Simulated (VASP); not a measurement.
Set up this calculation in VASP 6.6.1, as the native input.

- Task: single point
- Functional: PBE
- Potentials or basis: VASP PAW PBE potentials, release 64 (Si, Ni)
- Cutoff: 520 eV
- k mesh: 14 × 14 × 14
- Occupations: gaussian, width 0.1 eV
- Spin: no spin polarisation
- Dipole correction: no
- Further INCAR settings: ALGO = Normal; EDIFF = 1e-07; NBANDS = 16

The structure of Si2Ni lies in POSCAR:

```
Si2Ni
1.0
    0.0000000000      2.6959207583      2.6959207583
    2.6959207583      0.0000000000      2.6959207583
    2.6959207583      2.6959207583      0.0000000000
Si Ni
2 1
Direct
    0.2500000000      0.2500000000      0.2500000000
    0.7500000000      0.7500000000      0.7500000000
    0.0000000000      0.0000000000      0.0000000000
```

This cell differs from its parent crystal: volume scaled by 0.97.

One way to write it, as run:

INCAR

```
  ALGO = Normal
  EDIFF = 1E-7
  ENCUT = 520
  GGA = PE
  ISIF = 2
  ISMEAR = 0
  LASPH = T
  LCHARG = F
  LREAL = F
  LWAVE = F
  NBANDS = 16
  NELM = 60
  PREC = Accurate
  SIGMA = 0.1
```

KPOINTS

```
k-points
0
Gamma
  14 14 14
```

Potentials or basis: VASP PAW PBE potentials, release 64 (Si, Ni).

The run is started by

```bash
$ cat potpaw_PBE.64/Si/POTCAR potpaw_PBE.64/Ni/POTCAR > POTCAR
$ mpirun -np 1 vasp_std > vasp.out
```

Results of the run:

The pressure is 4.7 GPa and the band gap on the k mesh is zero (band 9 reaches 12.28 eV, above the bottom of band 10 at 10.16 eV).

It took 2.1 min on 1 thread of Intel Xeon 8259CL (shared host), peak memory 0.2 GiB.
